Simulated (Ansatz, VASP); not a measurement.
## Cr in VASP and in Ansatz

```xyz
2
Lattice="0.0000 2.7062 2.7062 2.7062 0.0000 2.7062 2.7062 2.7062 0.0000" Properties=species:S:1:pos:R:3 pbc="T T T"
Cr    0.6765    0.6765    0.6765
Cr    4.7358    4.7358    4.7358
```

Alike in both runs: task single point; functional BLYP; k mesh 11 × 11 × 11; occupations fermi-dirac, width 0.05 eV; collinear spin.

|  | VASP | Ansatz |
| --- | --- | --- |
| version | VASP 6.6.1 | Ansatz 0.2.0 |
| potentials or method | VASP PAW PBE potentials, release 64 (Cr_pv), cutoff 520 eV | plane waves (420 eV) with PAW, scalar-relativistic |
| valence electrons in the cell | 24 | 28 |

Ansatz gave:

* pressure (GPa): 1.5
* net moment per atom (μB): 0.00
* size of the moment on the site where the two differ most (μB): 2.51

**Question.** Estimate VASP's values.

**Answer.** Pressure (GPa): 1.7; net moment per atom (μB): 0.00; size of the moment on the site where the two differ most (μB): 2.74.

VASP's potentials were made for PBE, not for BLYP. Site moments also hang on the region over which each program counts them. The functional is the same, so the differences come from potentials, cutoffs and numerics. VASP's potentials hold 24 valence electrons a cell and Ansatz's 28, so a difference there can come from the potentials and not from the codes.
